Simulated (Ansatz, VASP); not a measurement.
**One calculation of GaP, two programs**

File INCAR:

```
SYSTEM = GaP
PREC     = Accurate       ! precision mode
ENCUT    = 520            ! plane-wave cutoff, eV
EDIFF    = 1E-7           ! SCF threshold, eV
ISMEAR   = 0              ! smearing method
SIGMA    = 0.05           ! smearing width, eV
LREAL    = .False.        ! projectors in reciprocal space
LASPH    = .True.         ! aspherical terms in the spheres
NELM     = 60             ! most SCF steps
ALGO     = Normal         ! electronic algorithm
ISIF     = 2              ! what is computed and relaxed
LWAVE    = .False.        ! write WAVECAR
LCHARG   = .False.        ! write CHGCAR
NBANDS   = 26             ! bands
```

Contents of KPOINTS:

```
Automatic mesh
0
Gamma
  12 12 12
  0 0 0
```

File POSCAR:

```
GaP
1.0
    1.8652945685      1.0769283212      6.1735776963
   -1.8652945685      1.0769283212      6.1735776963
    0.0000000000     -2.1538566424      6.1735776963
Ga P
2 2
Direct
    0.4353720000      0.4353720000      0.4353720000
    0.5646280000      0.5646280000      0.5646280000
    0.0573890000      0.0573890000      0.0573890000
    0.9426110000      0.9426110000      0.9426110000
```

Input for Ansatz:

```yaml
crystal:
  lattice:
    - [1.8652945685, 1.0769283212, 6.1735776963]
    - [-1.8652945685, 1.0769283212, 6.1735776963]
    - [0.0, -2.1538566424, 6.1735776963]
  atoms:
    - { symbol: Ga, position: [0.435372, 0.435372, 0.435372] }
    - { symbol: Ga, position: [0.564628, 0.564628, 0.564628] }
    - { symbol: P, position: [0.057389, 0.057389, 0.057389] }
    - { symbol: P, position: [0.942611, 0.942611, 0.942611] }
basis:
  ecutwfc: 420
kpoints:
  mp_grid: { grid: [12, 12, 12] }
hamiltonian:
  xc: lda
scf:
  occupations: { method: gaussian, width: 0.05 }
output:
  forces: true
  stress: true
  eigenvalues: true
```

Change from the starting cell: strain -0.040 along x and y, -0.040 along z, atoms carried along.

Alike in both runs: task single point; functional LDA; k mesh 12 × 12 × 12; occupations gaussian, width 0.05 eV; no spin polarisation.

|  | VASP | Ansatz |
| --- | --- | --- |
| version | VASP 6.6.1 | Ansatz 0.2.0 |
| potentials or method | VASP PAW LDA potentials, release 64 (Ga_d, P), cutoff 520 eV | scalar-relativistic, plane waves, PAW |
| valence electrons in the cell | 36 | 36 |

```tsv
	VASP	Ansatz	Ansatz less VASP
gap on the k mesh at the Fermi level (eV)	0.68	0.67	-0.009
least direct gap on the mesh (eV)	1.21	1.20	-0.011
pressure (GPa)	5.6	5.4	-0.11
traceless stress, the component that is largest in VASP (GPa)	1.35	1.42	+0.071
rms of the force components (eV/Å)	0.207	0.227	+0.0194
```

LDA's correlation is that of Perdew and Zunger in VASP and of Perdew and Wang (1992) in Ansatz. Atom by atom the forces differ by 0.021 eV/Å (rms over components).
